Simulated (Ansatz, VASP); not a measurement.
**MgO in VASP and in Ansatz**

The input POSCAR:

```
MgO
1.0
    0.0000000000      2.1021674155      2.0601240671
    2.1021674155      0.0000000000      2.0601240671
    2.1021674155      2.1021674155      0.0000000000
Mg O
1 1
Direct
    0.0000000000      0.0000000000      0.0000000000
    0.5000000000      0.5000000000      0.5000000000
```

Contents of INCAR.step1:

```
PREC = Accurate
ENCUT = 520
EDIFF = 1E-5
ISMEAR = 0
SIGMA = 0.01
LREAL = F
LASPH = T
NELM = 80
ALGO = Normal
ISIF = 2
LWAVE = T
LCHARG = F
NBANDS = 11
GGA = PE
```

INCAR.step2

```
PREC = Accurate
ENCUT = 520
EDIFF = 1E-6
ISMEAR = 0
SIGMA = 0.01
LREAL = F
LASPH = T
NELM = 80
ALGO = Normal
ISIF = 2
LWAVE = F
LCHARG = F
GGA = PE
LHFCALC = T
HFSCREEN = 0.2079
PRECFOCK = Normal
NBANDS = 11
ISTART = 1
```

Contents of KPOINTS:

```
regular mesh
0
Gamma
  8 8 8
```

Input for Ansatz:

```yaml
crystal:
  lattice:
    - [0.0, 2.1021674155, 2.0601240671]
    - [2.1021674155, 0.0, 2.0601240671]
    - [2.1021674155, 2.1021674155, 0.0]
  atoms:
    - { symbol: Mg, position: [0.0, 0.0, 0.0] }
    - { symbol: O, position: [0.5, 0.5, 0.5] }
kpoints:
  mp_grid: { grid: [8, 8, 8] }
  band_path:
    path:
      - [0.0, 0.0, 0.0]
      - [0.5, 0.0, 0.5]
      - [0.625, 0.25, 0.625]
      - [0.375, 0.375, 0.75]
      - [0.5, 0.5, 0.5]
      - [0.5, 0.25, 0.75]
    npoints: 1
hamiltonian:
  xc: hse06
scf:
  occupations: { method: fixed }
  n_extra_bands: 4
output:
  forces: true
  stress: true
  eigenvalues: true
  write_density: true
  write_potential: true
  elf: true
  volumetric_format: npy
```

Change from the starting cell: uniaxial_z strain -2.0%.

Alike in both runs: task single point; functional HSE06; k mesh 8 × 8 × 8; no spin polarisation.

|  | VASP | Ansatz |
| --- | --- | --- |
| version | VASP 6.6.1 | Ansatz 0.2.0 |
| potentials or method | VASP PAW PBE potentials, release 64 (Mg, O) | plane waves, PAW |
| plane-wave cutoff (eV) | 520 | 420 |
| occupations | gaussian, width 0.01 eV | fixed |
| valence electrons in the cell | 8 | 16 |

```tsv
	VASP	Ansatz	Ansatz less VASP
gap on the k mesh at the Fermi level (eV)	6.69	6.74	+0.046
pressure (GPa)	3.0	3.3	+0.26
traceless stress, the component that is largest in VASP (GPa)	3.29	3.24	-0.048
```

VASP's potentials hold 8 valence electrons a cell and Ansatz's 16, so a difference there can come from the potentials and not from the codes. Ansatz's warnings: stress exchange threshold loose, stress scf threshold loose.
